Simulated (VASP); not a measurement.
MgGe5N: single point with PBE

Crystal: MgGe5N.

```
Mg Ge N
1.0
     3.66988    0.00000    0.00000
    -1.83494    3.17821    0.00000
     0.00000    0.00000    9.76927
Mg Ge N
1 5 1
Direct
  0.00000 0.00000 0.00000
  0.33333 0.66667 0.79477
  0.33333 0.66667 0.20523
  0.66667 0.33333 0.33406
  0.66667 0.33333 0.66594
  0.00000 0.00000 0.50000
  0.33333 0.66667 0.00000
```

* Program: VASP 6.6.1
* Task: single point
* Functional: PBE
* Potentials or basis: VASP PAW PBE potentials, release 64 (Mg, Ge_d, N)
* Cutoff: 520 eV
* k mesh: 12 × 12 × 4
* Occupations: gaussian, width 0.1 eV
* Spin: no spin polarisation

The pressure is 11.7 GPa. The largest force is 0.005 eV/Å and the band gap on the k mesh is zero (an odd number of electrons rules out a gap without spin polarisation).

Forces in eV/Å, atoms in the order of the input:
```
Mg   0.000  0.000  0.000
Ge   0.000  0.000 -0.005
Ge   0.000  0.000  0.005
Ge   0.000  0.000 -0.004
Ge   0.000  0.000  0.004
Ge   0.000  0.000  0.000
N    0.000  0.000  0.000
```

Levels at points of the mesh, in eV from the Fermi level:
| k point | band 37 | band 38 | band 39 | band 40 | band 41 | band 42 |
| --- | --- | --- | --- | --- | --- | --- |
| (0.00, 0.00, 0.00) | 0.41 | 0.41 | 1.37 | 1.68 | 1.68 | 2.97 |
| (0.50, 0.00, 0.00) | -2.19 | -1.83 | -0.51 | 0.31 | 1.69 | 1.75 |
| (0.00, 0.00, 0.50) | 0.80 | 0.80 | 0.87 | 1.32 | 1.32 | 2.48 |
| (0.50, 0.00, 0.50) | -2.03 | -1.21 | -0.92 | -0.02 | 1.00 | 1.04 |

Wall time 9.4 min on 1 thread of Intel Xeon 8259CL, with other jobs on the host, peak memory 0.41 GiB.

Caveat: the cell stands under pressure; an odd number of electrons without spin polarisation forces a metal; a magnetic or distorted state may lie lower.
